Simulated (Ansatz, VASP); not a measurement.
**One calculation of LiRe12, two programs**

```xyz
13
Lattice="5.5200 0.0000 0.0000 -4.1400 7.1707 0.0000 0.0000 0.0000 4.4574" Properties=species:S:1:pos:R:3 pbc="T T T"
Re    0.0609   -0.0821    0.1584
Re    0.0741    1.6851    2.0879
Re   -1.3828    2.5124    0.1324
Re   -1.4042    4.0119    2.2105
Re   -2.7868    4.7452    0.0669
Re   -2.7602    6.4103    2.2407
Re    2.6735   -0.0729    0.1507
Re    2.6871    1.6933    2.0815
Re    1.3676    2.3718   -0.0018
Re    1.3944    4.0367    2.1721
Re    0.0118    4.7698    0.0283
Re   -0.0100    6.2689    2.1053
Li    4.1350    0.8044    3.3477
```

Alike in both runs: functional PBEsol; k mesh 2 × 2 × 2; occupations fermi-dirac, width 0.15 eV; no spin polarisation.

Ansatz relaxed the structure, and its values are those at the end. VASP's run is a single point on that final structure, the one shown.

```csv
,VASP,Ansatz
version,VASP 6.6.1,Ansatz 0.2.0
potentials or method,"VASP PAW PBE potentials, release 64 (Re, Li_sv), cutoff 520 eV","scalar-relativistic, plane waves, PAW"
valence electrons in the cell,87,183
```

```csv
,VASP,Ansatz,Ansatz less VASP
rms of the force components (eV/Å),0.039,0.004,-0.0348
```

VASP's potentials were made for PBE, not for PBEsol. With one functional, cell and mesh, what is left measures potentials, basis and numerics. VASP's potentials hold 87 valence electrons a cell and Ansatz's 183, so a difference there can come from the potentials and not from the codes.

The k mesh is coarse, so the values compare programs but aren't converged. Neither program's run includes spin-orbit coupling. Noted on VASP's run: the cutoff is under 1.25 times that of the potentials, so the pressure is a little rough.
